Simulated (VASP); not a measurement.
A run of VASP 6.6.1:

File POSCAR:

```
Nb
1.0
    0.0000000000      2.0092500000      2.1678750000
    2.0092500000      0.0000000000      2.1678750000
    2.0092500000      2.0092500000      0.0000000000
Nb
1
Direct
    0.0000000000      0.0000000000      0.0000000000
```

File INCAR.step1:

```
SYSTEM = Nb
ALGO = Normal
EDIFF = 1E-4
ENCUT = 520
GGA = PE
ISMEAR = 0
LASPH = .True.
LCHARG = .False.
LREAL = .False.
LWAVE = .True.
NBANDS = 12
NELM = 100
PREC = Accurate
SIGMA = 0.15
```

File INCAR.step2:

```
SYSTEM = Nb
ALGO = Normal
EDIFF = 1E-6
ENCUT = 520
ISIF = 2
ISMEAR = 0
ISTART = 1
LASPH = .True.
LCHARG = .False.
LMIXTAU = .True.
LREAL = .False.
LWAVE = .False.
METAGGA = R2SCAN
NBANDS = 12
NELM = 100
PREC = Accurate
SIGMA = 0.15
```

KPOINTS

```
k-points
0
Gamma
  20 20 20
  0 0 0
```

Potentials or basis: VASP PAW PBE potentials, release 64 (Nb_sv).

Command:

```sh
$ cat potpaw_PBE.64/Nb_sv/POTCAR > POTCAR
$ cp INCAR.step1 INCAR
$ mpirun -np 1 vasp_std > vasp.out
$ cp INCAR.step2 INCAR
$ mpirun -np 1 vasp_std > vasp.out
```

Hardware: 1 thread of AMD EPYC 9R14 (Zen 4), with other jobs on the host.

Q: Estimate the wall time of this run.

A: Wall time 6.6 min on 1 thread of AMD EPYC 9R14 (Zen 4) (shared host), peak memory 0.22 GiB. Counts: k points 641.
